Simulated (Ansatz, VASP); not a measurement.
# Two plane-wave programs on NaI

```
CELL_PARAMETERS angstrom
4.68554 0.00000 0.00000
0.00000 4.32820 0.00000
0.00000 0.00000 7.58902
ATOMIC_POSITIONS crystal
Na 0.25000 0.50000 0.27503
Na 0.75000 0.50000 0.72497
I 0.25000 0.00000 0.74243
I 0.75000 0.00000 0.25757
```

Alike in both runs: task single point; functional PBE; dispersion D3(BJ); k mesh 6 × 6 × 4; occupations gaussian, width 0.05 eV; no spin polarisation.

|  | VASP | Ansatz |
| --- | --- | --- |
| version | VASP 6.6.1 | Ansatz 0.2.0 |
| potentials or method | VASP PAW PBE potentials, release 64 (Na_pv, I), cutoff 520 eV | scalar-relativistic, plane waves, PAW |
| valence electrons in the cell | 28 | 52 |

```csv
,VASP,Ansatz,Ansatz less VASP
gap on the k mesh at the Fermi level (eV),2.57,2.58,+0.001
least direct gap on the mesh (eV),2.77,2.77,+0.001
pressure (GPa),-1.2,-1.2,-0.01
"traceless stress, the component that is largest in VASP (GPa)",0.43,0.44,+0.009
rms of the force components (eV/Å),0.014,0.014,-0.0003
```

Atom by atom the forces differ by 0.000 eV/Å (rms over components). VASP's potentials hold 28 valence electrons a cell and Ansatz's 52, so a difference there can come from the potentials and not from the codes.

Spin-orbit coupling is off throughout.
